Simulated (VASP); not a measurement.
# WC (P-6m2) in VASP: a series of runs

The runs below take WC through single point, relaxation of the atoms, with r2SCAN.

Everything below comes from runs of VASP 6.6.1. Logs are shortened: lines on timing, memory, paths and dates and some standing lists are left out, and cuts for length are marked.

### Step 1. The cell of the first run

Symmetry: P-6m2, No. 187, hexagonal system. Conventional cell: a = 2.893 Å, b = 2.893 Å, c = 2.817 Å, α = 90.00°, β = 90.00°, γ = 120.00°. Within 2.9 Å of W (site symmetry -6m2) lie 6 C at 2.19 Å and 8 W at 2.82 to 2.89 Å. Within 2.9 Å of C (site symmetry -6m2) lie 6 W at 2.19 Å and 8 C at 2.82 to 2.89 Å.

### Step 2. Single point, r2SCAN

Input file POSCAR:

```
WC
1.0
    2.8932907981      0.0000000000      0.0000000000
   -1.4466453990      2.5056633317      0.0000000000
    0.0000000000      0.0000000000      2.8171416300
W C
1 1
Direct
    0.0000000000      0.0000000000      0.0000000000
    0.6666666667      0.3333333333      0.5000000000
```

Input file INCAR.step1:

```
PREC = Accurate
ENCUT = 1430
ISMEAR = -1
SIGMA = 0.1
LREAL = F
LASPH = T
NELM = 120
NBANDS = 16
GGA = PE
ALGO = Normal
EDIFF = 1E-5
LWAVE = T
LCHARG = F
GGA_COMPAT = F
```

Input file INCAR.step2:

```
PREC = Accurate
ENCUT = 1430
EDIFF = 1E-6
ISMEAR = -1
SIGMA = 0.1
LREAL = F
LASPH = T
NELM = 120
ALGO = Normal
ISIF = 2
LWAVE = F
LCHARG = F
METAGGA = R2SCAN
LMIXTAU = T
NBANDS = 16
ISTART = 1
GGA_COMPAT = F
```

Input file KPOINTS:

```
Automatic mesh
0
Gamma
  13 13 12
```

Potentials or basis: VASP PAW PBE potentials, release 64 (W_sv, C_h).

Run with:

```console
$ cat potpaw_PBE.64/W_sv/POTCAR potpaw_PBE.64/C_h/POTCAR > POTCAR
$ cp INCAR.step1 INCAR
$ mpirun -np 1 vasp_std > vasp.out
$ cp INCAR.step2 INCAR
$ mpirun -np 1 vasp_std > vasp.out
```

OUTCAR:

```text
PREC = Accurate
   ENCUT = 1430
   EDIFF = 1E-6
   ISMEAR = -1
   LREAL = F
   LASPH = T
   NELM = 120
   ISIF = 2
   METAGGA = R2SCAN
   ISTART = 1

 ion  position               nearest neighbor table
   1  0.000  0.000  0.000-   2 2.19   2 2.19   2 2.19   2 2.19   2 2.19   2 2.19
   2  0.667  0.333  0.500-   1 2.19   1 2.19   1 2.19   1 2.19   1 2.19   1 2.19

  LATTYP: Found a hexagonal cell.
 ALAT       =     2.8932907981
 C/A-ratio  =     0.9736807762

  Lattice vectors:

 A1 = (   2.8932907981,   0.0000000000,   0.0000000000)
 A2 = (  -1.4466453990,   2.5056633317,   0.0000000000)
 A3 = (   0.0000000000,   0.0000000000,   2.8171416300)

Analysis of symmetry for initial positions (statically):
=====================================================================
 Subroutine PRICEL returns:
 Original cell was already a primitive cell.

 Routine SETGRP: Setting up the symmetry group for a
 hexagonal supercell.

 Subroutine GETGRP returns: Found 12 space group operations
 (whereof 12 operations were pure point group operations)
 out of a pool of 24 trial point group operations.

The static configuration has the point symmetry D_3h.

Analysis of symmetry for dynamics (positions and initial velocities):
=====================================================================
 Subroutine PRICEL returns:
 Original cell was already a primitive cell.

 Routine SETGRP: Setting up the symmetry group for a
 hexagonal supercell.

 Subroutine GETGRP returns: Found 12 space group operations
 (whereof 12 operations were pure point group operations)
 out of a pool of 24 trial point group operations.

The dynamic configuration has the point symmetry D_3h.

 Subroutine INISYM returns: Found 12 space group operations
 (whereof 12 operations are pure point group operations),
 and found     1 'primitive' translations

----------------------------------------------------------------------------------------

                                     Primitive cell

  volume of cell :      20.4232

  direct lattice vectors                    reciprocal lattice vectors
     2.893290798  0.000000000  0.000000000     0.345627201  0.199547957  0.000000000
    -1.446645399  2.505663332  0.000000000     0.000000000  0.399095915  0.000000000
     0.000000000  0.000000000  2.817141630     0.000000000  0.000000000  0.354969729

  length of vectors
     2.893290798  2.893290798  2.817141630     0.399095915  0.399095915  0.354969729

  position of ions in fractional coordinates (direct lattice)
     0.000000000  0.000000000  0.000000000
     0.666666667  0.333333333  0.500000000

  ion indices of the primitive-cell ions
   primitive index   ion index
                 1           1
                 2           2

----------------------------------------------------------------------------------------

 KPOINTS: Automatic mesh

Automatic generation of k-mesh.
 Grid dimensions read from file:
 generate k-points for:   13   13   12

 Generating k-lattice:

  Cartesian coordinates                     Fractional coordinates (reciprocal lattice)
     0.026586708  0.015349843  0.000000000     0.076923077  0.000000000  0.000000000
     0.000000000  0.030699686  0.000000000     0.000000000  0.076923077  0.000000000
     0.000000000  0.000000000  0.029580811     0.000000000  0.000000000  0.083333333

  Length of vectors
     0.030699686  0.030699686  0.029580811

  Shift w.r.t. Gamma in fractional coordinates (k-lattice)
     0.000000000  0.000000000  0.000000000

 Subroutine IBZKPT returns following result:
 ===========================================

 Found    147 irreducible k-points:

 Following reciprocal coordinates:
            Coordinates               Weight
  0.000000  0.000000  0.000000      1.000000
  0.076923  0.000000  0.000000      6.000000
  0.153846  0.000000  0.000000      6.000000
  0.230769  0.000000  0.000000      6.000000
  0.307692  0.000000  0.000000      6.000000
  0.384615  0.000000  0.000000      6.000000
[... 16 lines left out ...]
  0.076923  0.000000  0.083333     12.000000
  0.153846  0.000000  0.083333     12.000000
 [... further k-points ...]
   k-points           NKPTS =    147   k-points in BZ     NKDIM =    147   number of bands    NBANDS=     16
   number of dos      NEDOS =    301   number of ions     NIONS =      2
   total plane-waves  NPLWV =  46656
   dimension x,y,z NGX =    36 NGY =   36 NGZ =   36
   dimension x,y,z NGXF=    72 NGYF=   72 NGZF=   72
   ions per type =               1   1
   NGX,Y,Z   is equivalent  to a cutoff of  20.69, 20.69, 21.24 a.u.
   NGXF,Y,Z  is equivalent  to a cutoff of  41.37, 41.37, 42.49 a.u.
 SYSTEM =  unknown system
   PREC   = accura    normal or accurate (medium, high low for compatibility)
   ISTART =      1    job   : 0-new  1-cont  2-samecut
   ICHARG =      0    charge: 1-file 2-atom 10-const
   ISPIN  =      1    spin polarized calculation?
   LNONCOLLINEAR =      F non collinear calculations
[... 23 lines left out ...]
     AMIX     =   0.40;   BMIX     =  1.00
     AMIX_MAG =   1.60;   BMIX_MAG =  1.00
  volume/ion in A,a.u.               =      10.21        68.91
  Fermi-wavevector in a.u.,A,eV,Ry     =   1.569608  2.966129 33.520250  2.463669
  Thomas-Fermi vector in A             =   2.671465
   LORBIT       =      0    0 simple, 1 ext, 2 COOP (PROOUT), +10 PAW based schemes
   METAGGA = R2SCAN    functional components
   LHFCALC =     F    Hartree Fock is set to
   AEXX    =    0.0000 exact exchange contribution
   IVDW    =     0    specifies the selected vdW correction
   LEPSILON=     F    determine dielectric tensor
   LRPA    =     F    only Hartree local field effects (RPA)
 non-spin polarized calculation
  energy-cutoff  :     1430.00
  volume of cell :       20.42
 maximum number of plane-waves:      2526
 NGX is ok and might be reduce to    36
   NGX = 17   NGY = 17   NGZ = 17

 number of electron      18.0000000 magnetization

 Free energy of the ion-electron system (eV)
  ---------------------------------------------------
  ext. energy  EPLUGINS =         0.00000000
  ---------------------------------------------------
  free energy    TOTEN  =       -61.61401145 eV

  energy without entropy =      -61.60514054  energy(sigma->0) =      -61.60957599

 E-fermi :  11.5472     XC(G=0): -15.0754

 val. band max:       11.5299627245   @ k =   0.4615   0.0000   0.4167
 cond. band min:      11.5584026561   @ k =   0.4615   0.0769   0.5000
 fundamental gap:      0.0284399316
 Fermi energy:        11.5471656130

 k-point     1 :       0.0000    0.0000    0.0000
  band No.  band energies     occupation
      1     -64.3778      2.00000
      2     -27.6782      2.00000
      3     -27.5747      2.00000
      4     -27.5747      2.00000
      5      -3.8376      2.00000
      6       6.9467      2.00000
[... 8 lines left out ...]
     15      26.9701      0.00000
     16      29.2522      0.00000

 k-point     2 :       0.0769    0.0000    0.0000
  band No.  band energies     occupation
      1     -64.3738      2.00000
      2     -27.6711      2.00000
      3     -27.6299      2.00000
      4     -27.5871      2.00000
      5      -3.6743      2.00000
      6       6.9982      2.00000
[... 8 lines left out ...]
     15      26.6077      0.00000
     16      29.6041      0.00000

 k-point     3 :       0.1538    0.0000    0.0000
  band No.  band energies     occupation
      1     -64.3628      2.00000
      2     -27.7807      2.00000
      3     -27.6514      2.00000
      4     -27.6212      2.00000
      5      -3.2095      2.00000
      6       6.6777      2.00000
[... 8 lines left out ...]
     15      26.2311      0.00000
     16      30.5822      0.00000

 k-point     4 :       0.2308    0.0000    0.0000
  band No.  band energies     occupation
      1     -64.3471      2.00000
      2     -27.9880      2.00000
      3     -27.6689      2.00000
      4     -27.6235      2.00000
      5      -2.5156      2.00000
      6       5.8817      2.00000
[... 8 lines left out ...]
     15      26.4216      0.00000
     16      31.0259      0.00000
[... 324 lines left out ...]
 k-point    22 :       0.0000    0.0000    0.0833
  band No.  band energies     occupation
      1     -64.3745      2.00000
      2     -27.7380      2.00000
      3     -27.5696      2.00000
      4     -27.5696      2.00000
      5      -3.6567      2.00000
      6       6.8575      2.00000
[... 8 lines left out ...]
     15      27.3996      0.00000
     16      29.2870      0.00000

 k-point    23 :       0.0769    0.0000    0.0833
  band No.  band energies     occupation
      1     -64.3705      2.00000
      2     -27.7308      2.00000
      3     -27.6243      2.00000
      4     -27.5819      2.00000
      5      -3.4974      2.00000
      6       6.9389      2.00000
[... 8 lines left out ...]
     15      26.8038      0.00000
     16      29.5949      0.00000

 k-point    24 :       0.1538    0.0000    0.0833
  band No.  band energies     occupation
      1     -64.3595      2.00000
      2     -27.7759      2.00000
      3     -27.7088      2.00000
      4     -27.6158      2.00000
      5      -3.0457      2.00000
      6       6.7521      2.00000
[... 8 lines left out ...]
     15      26.1542      0.00000
     16      30.4726      0.00000

 [... further k-points ...]
[... 5 lines left out ...]
  --------------------------------------------------------------------------------------
  -------------------------------------------------------------------------------------
  Total        1.2556318      1.2556318      1.4420953      0.0000000      0.0000000     -0.0000000
  in kB       98.5029914     98.5029914    113.1308505      0.0000000      0.0000000     -0.0000000
  external PRESSURE =     103.3789444 kB  Pullay stress =       0.0000000 kB

 VOLUME and BASIS-vectors are now :
 -----------------------------------------------------------------------------
  energy-cutoff  :     1430.00
  volume of cell :       20.42
      direct lattice vectors                 reciprocal lattice vectors
     2.893290798  0.000000000  0.000000000     0.345627201  0.199547957  0.000000000
    -1.446645399  2.505663332  0.000000000     0.000000000  0.399095915  0.000000000
     0.000000000  0.000000000  2.817141630     0.000000000  0.000000000  0.354969729

 POSITION                                       TOTAL-FORCE (eV/Angst)
 -----------------------------------------------------------------------------------
      0.00000      0.00000      0.00000         0.000000     -0.000000      0.000000
      1.44665      0.83522      1.40857        -0.000000      0.000000      0.000000
 -----------------------------------------------------------------------------------
    total drift:                               -0.000000      0.000000      0.000000

  FREE ENERGIE OF THE ION-ELECTRON SYSTEM (eV)
  ---------------------------------------------------
  free  energy   TOTEN  =       -61.6140114497 eV

  energy  without entropy=      -61.6051405394  energy(sigma->0) =      -61.60957599
```

Wall time 4.8 min (1 thread of Intel Xeon 6975P-C (Granite Rapids), shared host); peak memory 0.39 GiB.

Results:

* Free energy: -61.6140 eV
* Pressure: 10.3 GPa
* Band gap on the k mesh: zero (bands 9 and 10 overlap by 1.34 eV)

Stress tensor (GPa, compression positive):
```
 9.85  0.00  0.00
 0.00  9.85  0.00
 0.00  0.00 11.31
```

Levels at points of the mesh, in eV from the Fermi level:
```tsv
k point	band 5	band 6	band 7	band 8	band 9	band 10	band 11	band 12	band 13	band 14
(0.00, 0.00, 0.00)	-15.38	-4.60	-3.59	-3.59	0.11	3.48	3.48	6.05	6.05	6.88
(0.00, 0.00, 0.50)	-11.16	-9.13	-2.18	-2.18	-0.61	-0.61	3.92	4.86	4.86	10.67
```

Caveat: the cell stands under pressure; the PAW data sets were made with another functional, which shifts forces and pressure a little; spin-orbit coupling is left out, which moves the levels of the heavy elements.

### Step 3. Single point, r2SCAN

This run uses another cell than the first one, of 10.42 Å³/atom.

Input file POSCAR:

```
WC
1.0
    2.9128406500      0.0000000029      0.0000000000
   -1.4564203275      2.5225939986      0.0000000000
    0.0000000000      0.0000000000      2.8361769500
W C
1 1
Direct
    0.0000000000      0.0000000000      0.0000000000
    0.6666666667      0.3333333333      0.5000000000
```

Input file INCAR.step1:

```
PREC = Accurate
ENCUT = 1430
ISMEAR = -1
SIGMA = 0.1
LREAL = False
LASPH = True
NELM = 120
NBANDS = 16
GGA = PE
ALGO = Normal
EDIFF = 1E-5
LWAVE = True
LCHARG = False
GGA_COMPAT = False
```

Input file INCAR.step2:

```
PREC = Accurate
ENCUT = 1430
EDIFF = 1E-6
ISMEAR = -1
SIGMA = 0.1
LREAL = False
LASPH = True
NELM = 120
ALGO = Normal
ISIF = 2
LWAVE = False
LCHARG = False
METAGGA = R2SCAN
LMIXTAU = True
NBANDS = 16
ISTART = 1
GGA_COMPAT = False
```

KPOINTS is that of step 2.

Potentials or basis: VASP PAW PBE potentials, release 64 (W_sv, C_h).

Run with:

```console
$ cat potpaw_PBE.64/W_sv/POTCAR potpaw_PBE.64/C_h/POTCAR > POTCAR
$ cp INCAR.step1 INCAR
$ mpirun -np 1 vasp_std > vasp.out
$ cp INCAR.step2 INCAR
$ mpirun -np 1 vasp_std > vasp.out
```

Wall time 6.5 min (1 thread of AMD EPYC 9R45 (Zen 5), shared host); peak memory 0.36 GiB.

It converged, with:

```
Free energy            : -61.6295 eV
Pressure               : 1.7 GPa
Band gap on the k mesh : zero (bands 9 and 10 overlap by 1.32 eV)
```

Stress tensor (GPa, compression positive):
```
1.62 0.00 0.00
0.00 1.62 0.00
0.00 0.00 1.72
```

Levels at points of the mesh, in eV from the Fermi level:
| k point | band 5 | band 6 | band 7 | band 8 | band 9 | band 10 | band 11 | band 12 | band 13 | band 14 |
| --- | --- | --- | --- | --- | --- | --- | --- | --- | --- | --- |
| (0.00, 0.00, 0.00) | -15.22 | -4.48 | -3.49 | -3.49 | 0.11 | 3.39 | 3.39 | 5.93 | 5.93 | 6.74 |
| (0.00, 0.00, 0.50) | -11.13 | -8.99 | -2.12 | -2.12 | -0.58 | -0.58 | 3.83 | 4.81 | 4.81 | 10.53 |

Caveat: the PAW data sets were made with another functional, which shifts forces and pressure a little; spin-orbit coupling is left out, which moves the levels of the heavy elements.

### Step 4. Relaxation of the atoms, r2SCAN

This run uses another cell than the first one, of 10.63 Å³/atom.

Input file POSCAR:

```
WC
1.0
    2.9321315500      0.0000000000      0.0000000000
   -1.4660657700      2.5393004100      0.0000000000
    0.0000000000      0.0000000000      2.8549601200
W C
1 1
Direct
    0.0000000000      0.0000000000      0.0000000000
    0.6666666700      0.3333333300      0.5000000000
```

Input file INCAR.step1:

```
  ALGO = Normal
  EDIFF = 1E-4
  ENCUT = 520
  GGA = PE
  ISMEAR = -1
  LASPH = T
  LCHARG = F
  LREAL = F
  LWAVE = T
  NELM = 80
  PREC = Accurate
  SIGMA = 0.1
```

Input file INCAR.step2:

```
  ALGO = Normal
  EDIFF = 1E-6
  EDIFFG = -0.01
  ENCUT = 520
  IBRION = 2
  ISIF = 2
  ISMEAR = -1
  ISTART = 1
  LASPH = T
  LCHARG = F
  LMIXTAU = T
  LREAL = F
  LWAVE = F
  METAGGA = R2SCAN
  NELM = 80
  NSW = 50
  PREC = Accurate
  SIGMA = 0.1
```

Input file KPOINTS:

```
k-points
0
Gamma
  13 13 12
```

Potentials or basis: VASP PAW PBE potentials, release 64 (W_sv, C).

Run with:

```console
$ cat potpaw_PBE.64/W_sv/POTCAR potpaw_PBE.64/C/POTCAR > POTCAR
$ cp INCAR.step1 INCAR
$ mpirun -np 1 vasp_std > vasp.out
$ cp INCAR.step2 INCAR
$ mpirun -np 1 vasp_std > vasp.out
```

Wall time 54 s (1 thread of Intel Xeon Platinum 8488C (Sapphire Rapids), shared host); peak memory 0.18 GiB.

It converged, with:

- Free energy: -61.6117 eV
- Pressure after relaxing: -6.2 GPa
- Band gap on the k mesh: zero (bands 9 and 10 overlap by 1.29 eV)

Stress tensor (GPa, compression positive):
```
-5.79  0.00  0.00
 0.00 -5.79  0.00
 0.00  0.00 -6.88
```

Final structure:
```yaml
crystal:
  lattice:
    - [2.93213, 0.00000, 0.00000]
    - [-1.46607, 2.53930, 0.00000]
    - [0.00000, 0.00000, 2.85496]
  atoms:
    - { symbol: W, position: [0.00000, 0.00000, 0.00000] }
    - { symbol: C, position: [0.66667, 0.33333, 0.50000] }
```

Levels at points of the mesh, in eV from the Fermi level:
| k point | band 5 | band 6 | band 7 | band 8 | band 9 | band 10 | band 11 | band 12 | band 13 |
| --- | --- | --- | --- | --- | --- | --- | --- | --- | --- |
| (0.00, 0.00, 0.00) | -15.07 | -4.36 | -3.41 | -3.41 | 0.11 | 3.30 | 3.30 | 5.82 | 5.82 |
| (0.00, 0.00, 0.50) | -11.09 | -8.86 | -2.06 | -2.06 | -0.56 | -0.56 | 3.75 | 4.75 | 4.75 |

Caveat: the PAW data sets were made with another functional, which shifts forces and pressure a little; spin-orbit coupling is left out, which moves the levels of the heavy elements.

### Step 5. Single point, r2SCAN

This run uses another cell than the first one, of 10.84 Å³/atom.

Input file POSCAR:

```
WC
1.0
    2.9511718963      0.0000000000      0.0000000000
   -1.4755859482      2.5557898332      0.0000000000
    0.0000000000      0.0000000000      2.8734993400
W C
1 1
Direct
    0.0000000000      0.0000000000      0.0000000000
    0.6666666667      0.3333333333      0.5000000000
```

Input file INCAR.step1:

```
SYSTEM = WC
PREC = Accurate ; ENCUT = 1430
ISMEAR = -1 ; SIGMA = 0.1
LREAL = .FALSE. ; LASPH = .TRUE.
NELM = 120 ; NBANDS = 16
GGA = PE ; ALGO = Normal
EDIFF = 1E-5 ; LWAVE = .TRUE.
LCHARG = .FALSE. ; GGA_COMPAT = .FALSE.
```

Input file INCAR.step2:

```
SYSTEM = WC
PREC = Accurate ; ENCUT = 1430
EDIFF = 1E-6 ; ISMEAR = -1
SIGMA = 0.1 ; LREAL = .FALSE.
LASPH = .TRUE. ; NELM = 120
ALGO = Normal ; ISIF = 2
LWAVE = .FALSE. ; LCHARG = .FALSE.
METAGGA = R2SCAN ; LMIXTAU = .TRUE.
NBANDS = 16 ; ISTART = 1
GGA_COMPAT = .FALSE.
```

Input file KPOINTS:

```
Automatic mesh
0
G
  13 13 12
  0 0 0
```

Potentials or basis: VASP PAW PBE potentials, release 64 (W_sv, C_h).

Run with:

```console
$ cat potpaw_PBE.64/W_sv/POTCAR potpaw_PBE.64/C_h/POTCAR > POTCAR
$ cp INCAR.step1 INCAR
$ mpirun -np 1 vasp_std > vasp.out
$ cp INCAR.step2 INCAR
$ mpirun -np 1 vasp_std > vasp.out
```

Wall time 4.8 min (1 thread of AMD EPYC 9R45 (Zen 5), shared host); peak memory 0.37 GiB.

Results (log left out):

| Quantity | Value |
| --- | --- |
| Free energy | -61.5983 eV |
| Pressure | -13.2 GPa |
| Band gap on the k mesh | zero (bands 9 and 10 overlap by 1.26 eV) |

Stress tensor (GPa, compression positive):
```
-12.48   0.00   0.00
  0.00 -12.48   0.00
  0.00   0.00 -14.76
```

Levels at points of the mesh, in eV from the Fermi level:
```
           k point  band 6  band 7  band 8  band 9  band 10  band 11  band 12  band 13
(0.00, 0.00, 0.00)   -4.25   -3.32   -3.32    0.10     3.21     3.21     5.71     5.71
(0.00, 0.00, 0.50)   -8.73   -2.01   -2.01   -0.53    -0.53     3.66     4.70     4.70
```

Caveat: the cell stands under tension; the PAW data sets were made with another functional, which shifts forces and pressure a little; spin-orbit coupling is left out, which moves the levels of the heavy elements.

### Step 6. Summary

| task | potentials or basis | cell | cutoff (eV) | gap on the mesh (eV) | pressure (GPa) |
| --- | --- | --- | --- | --- | --- |
| single point | VASP PAW PBE potentials, release 64 (W_sv, C_h) | a = 2.893, b = 2.893, c = 2.817 Å, angles 90.0, 90.0, 120.0°, 2 atoms | 1430 | none | 10.3 |
| single point | VASP PAW PBE potentials, release 64 (W_sv, C_h) | a = 2.913, b = 2.913, c = 2.836 Å, angles 90.0, 90.0, 120.0°, 2 atoms | 1430 | none | 1.7 |
| relaxation of the atoms | VASP PAW PBE potentials, release 64 (W_sv, C) | atoms relaxed from a = 2.932, b = 2.932, c = 2.855 Å, angles 90.0, 90.0, 120.0°, 2 atoms | 520 | none | -6.2 |
| single point | VASP PAW PBE potentials, release 64 (W_sv, C_h) | a = 2.951, b = 2.951, c = 2.873 Å, angles 90.0, 90.0, 120.0°, 2 atoms | 1430 | none | -13.2 |

Alike in all rows: level r2SCAN; no spin polarisation; k mesh 13 × 13 × 12; smearing fermi-dirac 0.1 eV.

Caveats: the PAW data sets were made with another functional, which shifts forces and pressure a little; spin-orbit coupling is left out, which moves the levels of the heavy elements; the cell stands under pressure (at least some runs); the cell stands under tension (at least some runs).

Absolute energies hang on the potentials; compare differences alone.

The gap in the log of VASP goes by the Fermi energy; the results here count the filled bands.